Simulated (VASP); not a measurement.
SiNi3: single point with PBE

Crystal: SiNi3.

```xyz
4
Lattice="3.3309 0.0000 0.0000 0.0000 3.3309 0.0000 0.0000 0.0000 3.5063" Properties=species:S:1:pos:R:3 pbc="T T T"
Si    0.0000    0.0000    0.0000
Ni    0.0000    1.6655    1.7531
Ni    1.6655    0.0000    1.7531
Ni    1.6655    1.6655    0.0000
```

This cell differs from its parent crystal: strain -0.050 along x and y, +0.000 along z.

- Program: VASP 6.6.1
- Task: single point
- Functional: PBE
- Potentials or basis: VASP PAW PBE potentials, release 64 (Si, Ni)
- Cutoff: 520 eV
- k mesh: 14 × 14 × 14
- Occupations: gaussian, width 0.15 eV
- Spin: no spin polarisation
- Dipole correction: no
- Further INCAR settings: ALGO = Fast; EDIFF = 1e-06; NBANDS = 25

```
Pressure               : 28.2 GPa
Band gap on the k mesh : zero (bands 17 and 18 overlap by 0.45 eV)
```

Stress tensor (GPa, compression positive):
```
32.12  0.00  0.00
 0.00 32.12  0.00
 0.00  0.00 20.42
```

Levels at points of the mesh, in eV from the Fermi level:
```
           k point  band 15  band 16  band 17  band 18  band 19  band 20
(0.00, 0.00, 0.00)    -0.59    -0.36    -0.07    -0.07     0.20     5.54
(0.50, 0.00, 0.00)    -1.34    -0.75    -0.07     3.74     4.43     4.95
(0.50, 0.50, 0.00)    -1.20    -1.17    -1.01     0.86     0.86     5.96
(0.00, 0.00, 0.50)    -1.35    -0.52     0.20     3.85     3.85     5.76
(0.50, 0.00, 0.50)    -1.36    -1.20    -1.18     0.67     0.68     6.38
(0.50, 0.50, 0.50)    -1.29    -0.62    -0.33    -0.22    -0.22     1.67
```

Wall time 2.1 min on 1 thread of Intel(R) Xeon(R) 6975P-C (Granite Rapids), on a shared host, peak memory 0.33 GiB.

Caveat: the cell differs from its parent crystal (strain -0.050 along x and y, +0.000 along z); the cell stands under pressure. Spin polarisation is off, so any magnetic state and its effect on volume and gap are missing.
